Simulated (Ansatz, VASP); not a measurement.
Two plane-wave programs on Al

POSCAR

```
Al
1.0
   -1.6389552507      1.6389552507      1.5912186900
    1.6389552507     -1.6389552507      1.5912186900
    1.6389552507      1.6389552507     -1.5912186900
Al
1
Direct
    0.0000000000      0.0000000000      0.0000000000
```

The input INCAR.step1:

```
SYSTEM = Al
ALGO     = Normal         ! electronic algorithm
EDIFF    = 1E-4           ! SCF threshold, eV
ENCUT    = 520            ! plane-wave cutoff, eV
GGA      = PE             ! functional
ISMEAR   = 0              ! smearing method
LASPH    = .True.         ! aspherical terms in the spheres
LCHARG   = .False.        ! write CHGCAR
LREAL    = .False.        ! projectors in reciprocal space
LWAVE    = .True.         ! write WAVECAR
NBANDS   = 8              ! bands
NELM     = 80             ! most SCF steps
PREC     = Accurate       ! precision mode
SIGMA    = 0.15           ! smearing width, eV
```

File INCAR.step2:

```
SYSTEM = Al
ALGO     = Normal         ! electronic algorithm
EDIFF    = 1E-6           ! SCF threshold, eV
ENCUT    = 520            ! plane-wave cutoff, eV
ISIF     = 2              ! what is computed and relaxed
ISMEAR   = 0              ! smearing method
ISTART   = 1            
LASPH    = .True.         ! aspherical terms in the spheres
LCHARG   = .True.         ! write CHGCAR
LELF     = .True.         ! ELF
LMIXTAU  = .True.       
LREAL    = .False.        ! projectors in reciprocal space
LVHAR    = .True.       
LWAVE    = .False.        ! write WAVECAR
METAGGA  = R2SCAN         ! meta-GGA
NBANDS   = 8              ! bands
NELM     = 80             ! most SCF steps
PREC     = Accurate       ! precision mode
SIGMA    = 0.15           ! smearing width, eV
```

Contents of KPOINTS:

```
k-points
0
Gamma
  20 20 20
  0 0 0
```

Input for Ansatz:

```yaml
crystal:
  lattice:
    - [-1.6389552507, 1.6389552507, 1.59121869]
    - [1.6389552507, -1.6389552507, 1.59121869]
    - [1.6389552507, 1.6389552507, -1.59121869]
  atoms:
    - { symbol: Al, position: [0.0, 0.0, 0.0] }
basis:
  ecutwfc: 500
kpoints:
  mp_grid: { grid: [20, 20, 20] }
hamiltonian:
  xc: r2scan
scf:
  occupations: { method: gaussian, width: 0.15 }
output:
  forces: true
  stress: true
  eigenvalues: true
```

Change from the starting cell: strain +0.030 along x and y, +0.000 along z, atoms carried along.

Alike in both runs: task single point; functional r2SCAN; k mesh 20 × 20 × 20; occupations gaussian, width 0.15 eV; no spin polarisation.

|  | VASP | Ansatz |
| --- | --- | --- |
| version | VASP 6.6.1 | Ansatz 0.2.0 |
| potentials or method | VASP PAW PBE potentials, release 64 (Al), cutoff 520 eV | scalar-relativistic, plane waves, PAW |
| valence electrons in the cell | 3 | 3 |

Ansatz gave:

* gap on the k mesh at the Fermi level (eV): none
* pressure (GPa): -4.0
* traceless stress, the component that is largest in VASP (GPa): -0.84

Q: Estimate VASP's values.

A: gap on the k mesh at the Fermi level (eV): none; pressure (GPa): -4.2; traceless stress, the component that is largest in VASP (GPa): -0.84.

VASP's potentials were made for PBE, not for r2SCAN. A gap of «none» marks a metal or a gap that the smearing closes.
